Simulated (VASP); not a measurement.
# BeTe (F-43m) in VASP: electric field gradients with PBE

Aim: the electric field gradients of BeTe with PBE.

All numbers are computed with VASP 6.6.1; they aren't measurements. Logs are shortened: lines on timing, memory, paths and dates and some standing lists are left out, and cuts for length are marked.

## 1. The cell of the first run

Symmetry: F-43m, No. 216, cubic system. Conventional cell: a = 5.663 Å, b = 5.663 Å, c = 5.663 Å, α = 90.00°, β = 90.00°, γ = 90.00°. Be (site symmetry -43m) has 4 Te at 2.45 Å within 3.2 Å. Within 3.2 Å of Te (site symmetry -43m) lie 4 Be at 2.45 Å.

## 2. Electric field gradients, PBE

INCAR reads:

```
  PREC = Accurate
  ENCUT = 520
  EDIFF = 1E-8
  ISMEAR = -1
  SIGMA = 0.02
  LREAL = F
  LASPH = T
  NELM = 120
  ALGO = Normal
  ISIF = 2
  LWAVE = F
  LCHARG = F
  GGA = PE
  LEFG = T
  NBANDS = 11
  GGA_COMPAT = F
```

KPOINTS reads:

```
regular mesh
0
Gamma
  9 9 9
```

POSCAR reads:

```
BeTe
1.0
    0.0000000000      2.8314587876      2.8314587876
    2.8314587876      0.0000000000      2.8314587876
    2.8314587876      2.8314587876      0.0000000000
Be Te
1 1
Direct
    0.0000000000      0.0000000000      0.0000000000
    0.2500000000      0.2500000000      0.2500000000
```

Potentials or basis: VASP PAW PBE potentials, release 64 (Be, Te).

The run is started by

```console
> cat potpaw_PBE.64/Be/POTCAR potpaw_PBE.64/Te/POTCAR > POTCAR
> mpirun -np 1 vasp_std > vasp.out
```

OUTCAR:

```text
PREC = Accurate
   ENCUT = 520
   EDIFF = 1E-8
   ISMEAR = -1
   LREAL = F
   LASPH = T
   NELM = 120
   ISIF = 2
   GGA = PE

 ion  position               nearest neighbor table
   1  0.000  0.000  0.000-   2 2.45   2 2.45   2 2.45   2 2.45
   2  0.250  0.250  0.250-   1 2.45   1 2.45   1 2.45   1 2.45

  LATTYP: Found a face centered cubic cell.
 ALAT       =     5.6629175752

  Lattice vectors:

 A1 = (   0.0000000000,   2.8314587876,   2.8314587876)
 A2 = (   2.8314587876,   0.0000000000,   2.8314587876)
 A3 = (   2.8314587876,   2.8314587876,   0.0000000000)

Analysis of symmetry for initial positions (statically):
=====================================================================
 Subroutine PRICEL returns:
 Original cell was already a primitive cell.

 Routine SETGRP: Setting up the symmetry group for a
 face centered cubic supercell.

 Subroutine GETGRP returns: Found 24 space group operations
 (whereof 24 operations were pure point group operations)
 out of a pool of 48 trial point group operations.

The static configuration has the point symmetry T_d .

Analysis of symmetry for dynamics (positions and initial velocities):
=====================================================================
 Subroutine PRICEL returns:
 Original cell was already a primitive cell.

 Routine SETGRP: Setting up the symmetry group for a
 face centered cubic supercell.

 Subroutine GETGRP returns: Found 24 space group operations
 (whereof 24 operations were pure point group operations)
 out of a pool of 48 trial point group operations.

The dynamic configuration has the point symmetry T_d .

 Subroutine INISYM returns: Found 24 space group operations
 (whereof 24 operations are pure point group operations),
 and found     1 'primitive' translations

----------------------------------------------------------------------------------------

                                     Primitive cell

  volume of cell :      45.4005

  direct lattice vectors                    reciprocal lattice vectors
     0.000000000  2.831458788  2.831458788    -0.176587419  0.176587419  0.176587419
     2.831458788  0.000000000  2.831458788     0.176587419 -0.176587419  0.176587419
     2.831458788  2.831458788  0.000000000     0.176587419  0.176587419 -0.176587419

  length of vectors
     4.004287419  4.004287419  4.004287419     0.305858382  0.305858382  0.305858382

  position of ions in fractional coordinates (direct lattice)
     0.000000000  0.000000000  0.000000000
     0.250000000  0.250000000  0.250000000

  ion indices of the primitive-cell ions
   primitive index   ion index
                 1           1
                 2           2

----------------------------------------------------------------------------------------

 KPOINTS: regular mesh

Automatic generation of k-mesh.
 Grid dimensions read from file:
 generate k-points for:    9    9    9

 Generating k-lattice:

  Cartesian coordinates                     Fractional coordinates (reciprocal lattice)
    -0.019620824  0.019620824  0.019620824     0.111111111  0.000000000  0.000000000
     0.019620824 -0.019620824  0.019620824     0.000000000  0.111111111  0.000000000
     0.019620824  0.019620824 -0.019620824     0.000000000  0.000000000  0.111111111

  Length of vectors
     0.033984265  0.033984265  0.033984265

  Shift w.r.t. Gamma in fractional coordinates (k-lattice)
     0.000000000  0.000000000  0.000000000

 Subroutine IBZKPT returns following result:
 ===========================================

 Found     35 irreducible k-points:

 Following reciprocal coordinates:
            Coordinates               Weight
  0.000000  0.000000  0.000000      1.000000
  0.111111  0.000000  0.000000      8.000000
  0.222222  0.000000  0.000000      8.000000
  0.333333  0.000000  0.000000      8.000000
  0.444444  0.000000  0.000000      8.000000
  0.111111  0.111111  0.000000      6.000000
[... 16 lines left out ...]
 -0.333333  0.333333  0.000000     12.000000
  0.444444  0.444444  0.000000      6.000000
 [... further k-points ...]
   k-points           NKPTS =     35   k-points in BZ     NKDIM =     35   number of bands    NBANDS=     11
   number of dos      NEDOS =    301   number of ions     NIONS =      2
   total plane-waves  NPLWV =  27000
   dimension x,y,z NGX =    30 NGY =   30 NGZ =   30
   dimension x,y,z NGXF=    60 NGYF=   60 NGZF=   60
   ions per type =               1   1
   NGX,Y,Z   is equivalent  to a cutoff of  12.46, 12.46, 12.46 a.u.
   NGXF,Y,Z  is equivalent  to a cutoff of  24.91, 24.91, 24.91 a.u.
 SYSTEM =  unknown system
   PREC   = accura    normal or accurate (medium, high low for compatibility)
   ISTART =      0    job   : 0-new  1-cont  2-samecut
   ICHARG =      2    charge: 1-file 2-atom 10-const
   ISPIN  =      1    spin polarized calculation?
   LNONCOLLINEAR =      F non collinear calculations
   LSORBIT =      F    spin-orbit coupling
   LASPH  =      T    aspherical Exc in radial PAW
   ENCUT  =  520.0 eV  38.22 Ry    6.18 a.u.   7.45  7.45  7.45*2*pi/ulx,y,z
   NELM   =    120;   NELMIN=  2; NELMDL= -5     # of ELM steps
   EDIFF  = 0.1E-07   stopping-criterion for ELM
   LREAL  =      F    real-space projection
   EDIFFG = 0.1E-06   stopping-criterion for IOM
   NSW    =      0    number of steps for IOM
   IBRION =     -1    ionic relax: 0-MD 1-quasi-New 2-CG
   NFREE  =      0    steps in history (QN), initial steepest desc. (CG)
   ISIF   =      2    stress and relaxation
   ISYM   =      2    0-nonsym 1-usesym 2-fastsym
   POTIM  = 0.5000    time-step for ionic-motion
   TEBEG  =    0.0;   TEEND  =   0.0 temperature during run
   PSTRESS=    0.0 pullay stress
   NELECT =       8.0000    total number of electrons
   NUPDOWN=      -1.0000    fix difference up-down
   EMIN   =  10.00;   EMAX   =-10.00  energy-range for DOS
   EFERMI =   0.00;   METHOD = LEGACY
   ISMEAR =    -1;   SIGMA  =   0.02  broadening in eV -4-tet -1-fermi 0-gaus
   EFERMI_NEDOS =   21; number of points for ismear=-14 and -15
   IALGO  =     38    algorithm
   IMIX   =      4    mixing-type and parameters
     AMIX     =   0.40;   BMIX     =  1.00
     AMIX_MAG =   1.60;   BMIX_MAG =  1.00
  volume/ion in A,a.u.               =      22.70       153.19
  Fermi-wavevector in a.u.,A,eV,Ry     =   0.917807  1.734403 11.461129  0.842369
  Thomas-Fermi vector in A             =   2.042817
   LORBIT       =      0    0 simple, 1 ext, 2 COOP (PROOUT), +10 PAW based schemes
   GGA     = PE    functional components
   LHFCALC =     F    Hartree Fock is set to
   AEXX    =    0.0000 exact exchange contribution
   IVDW    =     0    specifies the selected vdW correction
   LEPSILON=     F    determine dielectric tensor
   LRPA    =     F    only Hartree local field effects (RPA)
 non-spin polarized calculation
  energy-cutoff  :      520.00
  volume of cell :       45.40
 maximum number of plane-waves:      1243
 NGX is ok and might be reduce to    30
   NGX = 15   NGY = 15   NGZ = 15

 number of electron       8.0000000 magnetization

 Free energy of the ion-electron system (eV)
  ---------------------------------------------------
  ext. energy  EPLUGINS =         0.00000000
  ---------------------------------------------------
  free energy    TOTEN  =        -7.62486819 eV

  energy without entropy =       -7.62486819  energy(sigma->0) =       -7.62486819

 E-fermi :   5.2912     XC(G=0):  -8.9910

 val. band max:        4.9135640127   @ k =   0.0000   0.0000   0.0000
 cond. band min:       6.9581524008   @ k =   0.4444   0.4444   0.0000
 fundamental gap:      2.0445883881
 Fermi energy:         5.2911957498

 k-point     1 :       0.0000    0.0000    0.0000
  band No.  band energies     occupation
      1      -7.2763      2.00000
      2       4.9136      2.00000
      3       4.9136      2.00000
      4       4.9136      2.00000
      5       8.5368      0.00000
      6       8.5368      0.00000
      7       8.5368      0.00000
      8       8.6156      0.00000
      9      13.2057      0.00000
     10      15.1241      0.00000
     11      15.1241      0.00000
[... 309 lines left out ...]
 k-point    24 :       0.4444    0.4444    0.0000
  band No.  band energies     occupation
      1      -5.5782      2.00000
      2       0.0240      2.00000
      3       2.3785      2.00000
      4       2.3785      2.00000
      5       6.9582      0.00000
      6       7.6957      0.00000
      7      14.2075      0.00000
      8      14.2075      0.00000
      9      16.1393      0.00000
     10      17.6881      0.00000
     11      18.1600      0.00000

 [... further k-points ...]

------------------------ aborting loop because EDIFF is reached ----------------------------------------

  FORCE on cell =-STRESS in cart. coord.  units (eV):
  Direction    XX          YY          ZZ          XY          YZ          ZX
  --------------------------------------------------------------------------------------
  -------------------------------------------------------------------------------------
  Total        0.0459986      0.0459986      0.0459986      0.0000000     -0.0000000      0.0000000
  in kB        1.6232846      1.6232846      1.6232846      0.0000000     -0.0000000      0.0000000
  external PRESSURE =       1.6232846 kB  Pullay stress =       0.0000000 kB

 VOLUME and BASIS-vectors are now :
 -----------------------------------------------------------------------------
  energy-cutoff  :      520.00
  volume of cell :       45.40
      direct lattice vectors                 reciprocal lattice vectors
     0.000000000  2.831458788  2.831458788    -0.176587419  0.176587419  0.176587419
     2.831458788  0.000000000  2.831458788     0.176587419 -0.176587419  0.176587419
     2.831458788  2.831458788  0.000000000     0.176587419  0.176587419 -0.176587419

 POSITION                                       TOTAL-FORCE (eV/Angst)
 -----------------------------------------------------------------------------------
      0.00000      0.00000      0.00000        -0.000000      0.000000      0.000000
      1.41573      1.41573      1.41573         0.000000     -0.000000     -0.000000
 -----------------------------------------------------------------------------------
    total drift:                                0.000000      0.000000      0.000000

  FREE ENERGIE OF THE ION-ELECTRON SYSTEM (eV)
  ---------------------------------------------------
  free  energy   TOTEN  =        -7.6248681898 eV

  energy  without entropy=       -7.6248681897  energy(sigma->0) =       -7.62486819

 Electric field gradients (V/A^2)
---------------------------------------------------------------------
 ion       V_xx      V_yy      V_zz      V_xy      V_xz      V_yz
---------------------------------------------------------------------
   1       0.000    -0.000     0.000    -0.000    -0.000    -0.000
   2      -0.000     0.000     0.000     0.000     0.000     0.000
---------------------------------------------------------------------

 Electric field gradients after diagonalization (V/A^2)
 (convention: |V_zz| > |V_xx| > |V_yy|)
----------------------------------------------------------------------
 ion       V_xx      V_yy      V_zz     asymmetry (V_yy - V_xx)/ V_zz
----------------------------------------------------------------------
   1       0.000     0.000    -0.000       0.000
   2      -0.000    -0.000     0.000       0.000
----------------------------------------------------------------------

           NMR quadrupolar parameters

 Cq : quadrupolar parameter    Cq=e*Q*V_zz/h
 eta: asymmetry parameters     (V_yy - V_xx)/ V_zz
 Q  : nuclear electric quadrupole moment in mb (millibarn)
----------------------------------------------------------------------
 ion       Cq(MHz)       eta       Q (mb)
----------------------------------------------------------------------
   1      -0.000       0.000       1.000
   2       0.000       0.000       1.000
----------------------------------------------------------------------
```

Wall time 41 s (1 thread of Intel Xeon 8259CL, shared host); peak memory 0.18 GiB.

What came out:

```
Free energy                             : -7.6249 eV
Pressure                                : 0.2 GPa
Band gap on the k mesh                  : 2.04 eV (least direct gap 3.62 eV)
Largest electric field gradient by atom : under 0.05 V/Å² on every atom
```

Caveat: spin-orbit coupling is left out, which moves the levels of the heavy elements; an odd mesh through Γ misses points on the zone boundary, where band edges can lie.
